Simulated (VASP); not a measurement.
# TiC (Fm-3m) in VASP: further runs, part 2 of 2

VASP 6.6.1. The steps go on from the part before.

### 3 Single point, PBE

This run uses another cell than the first one, of 9.22 Å³/atom, 1.027 times its volume.

File INCAR:

```
SYSTEM = TiC
PREC = Accurate ; ENCUT = 600
EDIFF = 1E-6 ; ISMEAR = -1
SIGMA = 0.05 ; LREAL = .False.
LASPH = .True. ; NELM = 120
ALGO = Normal ; ISIF = 2
LWAVE = .False. ; LCHARG = .False.
GGA = PE ; NBANDS = 15
GGA_COMPAT = .False.
```

File KPOINTS:

```
regular mesh
0
Gamma
  13 13 13
  0 0 0
```

File POSCAR:

```
TiC
1.0
    0.0000000000      2.0965720213      2.0965720213
    2.0965720213      0.0000000000      2.0965720213
    2.0965720213      2.0965720213      0.0000000000
Ti C
1 1
Direct
    0.0000000000      0.0000000000      0.0000000000
    0.5000000000      0.5000000000      0.5000000000
```

Potentials or basis: VASP PAW PBE potentials, release 64 (Ti_sv, C).

Command:

```console
$ cat potpaw_PBE.64/Ti_sv/POTCAR potpaw_PBE.64/C/POTCAR > POTCAR
$ mpirun -np 1 vasp_std > vasp.out
```

OUTCAR:

```text
SYSTEM = TiC
   PREC = Accurate
   ENCUT = 600
   EDIFF = 1E-6
   ISMEAR = -1
   LREAL = .False.
   LASPH = .True.
   NELM = 120
   ISIF = 2
   GGA = PE

 ion  position               nearest neighbor table
   1  0.000  0.000  0.000-   2 2.10   2 2.10   2 2.10   2 2.10   2 2.10   2 2.10
   2  0.500  0.500  0.500-   1 2.10   1 2.10   1 2.10   1 2.10   1 2.10   1 2.10

  LATTYP: Found a face centered cubic cell.
 ALAT       =     4.1931440426

  Lattice vectors:

 A1 = (   0.0000000000,   2.0965720213,   2.0965720213)
 A2 = (   2.0965720213,   0.0000000000,   2.0965720213)
 A3 = (   2.0965720213,   2.0965720213,   0.0000000000)

Analysis of symmetry for initial positions (statically):
=====================================================================
 Subroutine PRICEL returns:
 Original cell was already a primitive cell.

 Routine SETGRP: Setting up the symmetry group for a
 face centered cubic supercell.

 Subroutine GETGRP returns: Found 48 space group operations
 (whereof 48 operations were pure point group operations)
 out of a pool of 48 trial point group operations.

The static configuration has the point symmetry O_h .

Analysis of symmetry for dynamics (positions and initial velocities):
=====================================================================
 Subroutine PRICEL returns:
 Original cell was already a primitive cell.

 Routine SETGRP: Setting up the symmetry group for a
 face centered cubic supercell.

 Subroutine GETGRP returns: Found 48 space group operations
 (whereof 48 operations were pure point group operations)
 out of a pool of 48 trial point group operations.

The dynamic configuration has the point symmetry O_h .

 Subroutine INISYM returns: Found 48 space group operations
 (whereof 48 operations are pure point group operations),
 and found     1 'primitive' translations

----------------------------------------------------------------------------------------

[... 120 lines left out ...]
   IVDW    =     0    specifies the selected vdW correction
   LEPSILON=     F    determine dielectric tensor
   LRPA    =     F    only Hartree local field effects (RPA)
 non-spin polarized calculation
  energy-cutoff  :      600.00
  volume of cell :       18.43
 maximum number of plane-waves:       628
   NGX = 11   NGY = 11   NGZ = 11

 number of electron      15.9999997 magnetization

 Free energy of the ion-electron system (eV)
  ---------------------------------------------------
  ext. energy  EPLUGINS =         0.00000000
  ---------------------------------------------------
  free energy    TOTEN  =       -18.54351987 eV

  energy without entropy =      -18.54103067  energy(sigma->0) =      -18.54227527

 E-fermi :  10.6249     XC(G=0): -13.2098

 val. band max:       10.6235185529   @ k =   0.4615   0.4615   0.0000
 cond. band min:      10.6362306536   @ k =   0.0769   0.0000   0.0000
 fundamental gap:      0.0127121007
 Fermi energy:        10.6249351117

 k-point     1 :       0.0000    0.0000    0.0000
  band No.  band energies     occupation
      1     -45.7109      2.00000
      2     -21.6721      2.00000
      3     -21.6721      2.00000
      4     -21.6721      2.00000
      5      -2.2489      2.00000
      6      11.3196      0.00000
      7      11.3196      0.00000
      8      11.3196      0.00000
      9      12.4027      0.00000
     10      12.4027      0.00000
     11      12.4027      0.00000
     12      12.5226      0.00000
     13      12.5226      0.00000
     14      22.5706      0.00000
[... 401 lines left out ...]
      2     -22.2849      2.00000
      3     -21.8147      2.00000
      4     -21.7784      2.00000
      5       1.0006      2.00000
      6       5.3714      2.00000
      7       7.4648      2.00000
      8       8.0306      2.00000
      9      12.8287      0.00000
     10      14.0370      0.00000
     11      15.0080      0.00000
     12      17.9245      0.00000
     13      18.8200      0.00000
     14      21.8606      0.00000
     15      26.5060      0.00000

 [... further k-points ...]

------------------------ aborting loop because EDIFF is reached ----------------------------------------

  FORCE on cell =-STRESS in cart. coord.  units (eV):
  Direction    XX          YY          ZZ          XY          YZ          ZX
  --------------------------------------------------------------------------------------
  -------------------------------------------------------------------------------------
  Total        3.4532286      3.4532286      3.4532286      0.0000000     -0.0000000     -0.0000000
  in kB      300.1764074    300.1764074    300.1764074      0.0000000     -0.0000000     -0.0000000
  external PRESSURE =     300.1764074 kB  Pullay stress =       0.0000000 kB

 VOLUME and BASIS-vectors are now :
 -----------------------------------------------------------------------------
  energy-cutoff  :      600.00
  volume of cell :       18.43
      direct lattice vectors                 reciprocal lattice vectors
     0.000000000  2.096572021  2.096572021    -0.238484533  0.238484533  0.238484533
     2.096572021  0.000000000  2.096572021     0.238484533 -0.238484533  0.238484533
     2.096572021  2.096572021  0.000000000     0.238484533  0.238484533 -0.238484533

 POSITION                                       TOTAL-FORCE (eV/Angst)
 -----------------------------------------------------------------------------------
      0.00000      0.00000      0.00000        -0.000000      0.000000      0.000000
      2.09657      2.09657      2.09657         0.000000      0.000000     -0.000000
 -----------------------------------------------------------------------------------
    total drift:                                0.000000     -0.000000     -0.000000

  FREE ENERGIE OF THE ION-ELECTRON SYSTEM (eV)
  ---------------------------------------------------
  free  energy   TOTEN  =       -18.5435198663 eV

  energy  without entropy=      -18.5410306747  energy(sigma->0) =      -18.54227527
```

stdout:

```text
POSCAR found type information on POSCAR TiC
 POSCAR found :  2 types and       2 ions
 scaLAPACK will be used
 LDA part: xc-table for (Slater+PW92), standard interpolation
 POSCAR, INCAR and KPOINTS ok, starting setup
 FFT: planning ... GRIDC
 FFT: planning ... GRID_SOFT
 FFT: planning ... GRID
 WAVECAR not read
 entering main loop
```

Wall time 17 s (1 thread of Intel Xeon 6975P-C, shared host); peak memory 0.16 GiB.

What came out:

* Free energy: -18.5435 eV
* Pressure: 30.0 GPa
* Band gap on the k mesh: zero (band 8 reaches 11.32 eV, above the bottom of band 9 at 10.19 eV)

Levels at points of the mesh, in eV from the Fermi level:
| k point | band 4 | band 5 | band 6 | band 7 | band 8 | band 9 | band 10 | band 11 | band 12 | band 13 |
| --- | --- | --- | --- | --- | --- | --- | --- | --- | --- | --- |
| (0.00, 0.00, 0.00) | -32.30 | -12.87 | 0.69 | 0.69 | 0.69 | 1.78 | 1.78 | 1.78 | 1.90 | 1.90 |

### 4 Single point, PBE

This run uses another cell than the first one, of 9.49 Å³/atom, 1.057 times its volume.

File INCAR:

```
  PREC = Accurate
  ENCUT = 600
  EDIFF = 1E-6
  ISMEAR = -1
  SIGMA = 0.05
  LREAL = F
  LASPH = T
  NELM = 120
  ALGO = Normal
  ISIF = 2
  LWAVE = F
  LCHARG = F
  GGA = PE
  NBANDS = 15
  GGA_COMPAT = F
```

File KPOINTS:

```
Automatic mesh
0
Gamma
  13 13 13
```

File POSCAR:

```
TiC
1.0
    0.0000000000      2.1168936023      2.1168936023
    2.1168936023      0.0000000000      2.1168936023
    2.1168936023      2.1168936023      0.0000000000
Ti C
1 1
Direct
    0.0000000000      0.0000000000      0.0000000000
    0.5000000000      0.5000000000      0.5000000000
```

Command:

```console
$ cat potpaw_PBE.64/Ti_sv/POTCAR potpaw_PBE.64/C/POTCAR > POTCAR
$ mpirun -np 1 vasp_std > vasp.out
```

It took 16 s on 1 thread of Intel Xeon 6975P-C, shared host; peak memory 0.16 GiB.

The run converged. Its results:

```
Free energy            : -18.6284 eV
Pressure               : 20.1 GPa
Band gap on the k mesh : zero (band 8 reaches 10.95 eV, above the bottom of band 9 at 9.83 eV)
```

Levels at points of the mesh, in eV from the Fermi level:
| k point | band 5 | band 6 | band 7 | band 8 | band 9 | band 10 | band 11 | band 12 |
| --- | --- | --- | --- | --- | --- | --- | --- | --- |
| (0.00, 0.00, 0.00) | -12.74 | 0.69 | 0.69 | 0.69 | 1.74 | 1.74 | 1.74 | 1.84 |

### 5 Single point, PBE

This run uses another cell than the first one, of 9.80 Å³/atom, 1.092 times its volume.

File INCAR:

```
ALGO = Normal
EDIFF = 1E-6
ENCUT = 600
GGA = PE
GGA_COMPAT = False
ISIF = 2
ISMEAR = -1
LASPH = True
LCHARG = False
LREAL = False
LWAVE = False
NBANDS = 15
NELM = 120
PREC = Accurate
SIGMA = 0.05
```

File KPOINTS:

```
k-points
0
Gamma
  13 13 13
```

File POSCAR:

```
TiC
1.0
    0.0000000000      2.1399731103      2.1399731103
    2.1399731103      0.0000000000      2.1399731103
    2.1399731103      2.1399731103      0.0000000000
Ti C
1 1
Direct
    0.0000000000      0.0000000000      0.0000000000
    0.5000000000      0.5000000000      0.5000000000
```

Command:

```console
$ cat potpaw_PBE.64/Ti_sv/POTCAR potpaw_PBE.64/C/POTCAR > POTCAR
$ mpirun -np 1 vasp_std > vasp.out
```

Run time: 17 s. Hardware: 1 thread of Intel Xeon 6975P-C, shared host; peak memory 0.16 GiB.

The run converged. Its results:

| Item | Value |
| --- | --- |
| Free energy | -18.6876 eV |
| Pressure | 10.1 GPa |
| Band gap on the k mesh | zero (band 8 reaches 10.54 eV, above the bottom of band 9 at 9.45 eV) |

Levels at points of the mesh, in eV from the Fermi level:
| k point | band 5 | band 6 | band 7 | band 8 | band 9 | band 10 | band 11 | band 12 |
| --- | --- | --- | --- | --- | --- | --- | --- | --- |
| (0.00, 0.00, 0.00) | -12.58 | 0.69 | 0.69 | 0.69 | 1.70 | 1.70 | 1.70 | 1.77 |

### 6 The runs side by side

```tsv
cell	gap on the mesh (eV)	pressure (GPa)
a = 2.939 Å, angles 60.0°, 2 atoms	none	40.0
a = 2.965 Å, angles 60.0°, 2 atoms	none	30.0
a = 2.994 Å, angles 60.0°, 2 atoms	none	20.1
a = 3.026 Å, angles 60.0°, 2 atoms	none	10.1
```

Alike in all rows: task single point; level PBE; potentials or basis VASP PAW PBE potentials, release 64 (Ti_sv, C); no spin polarisation; k mesh 13 × 13 × 13; cutoff (eV) 600; smearing fermi-dirac 0.05 eV.

Total energies depend on the potentials used, so only differences within one code and one set of settings carry meaning.
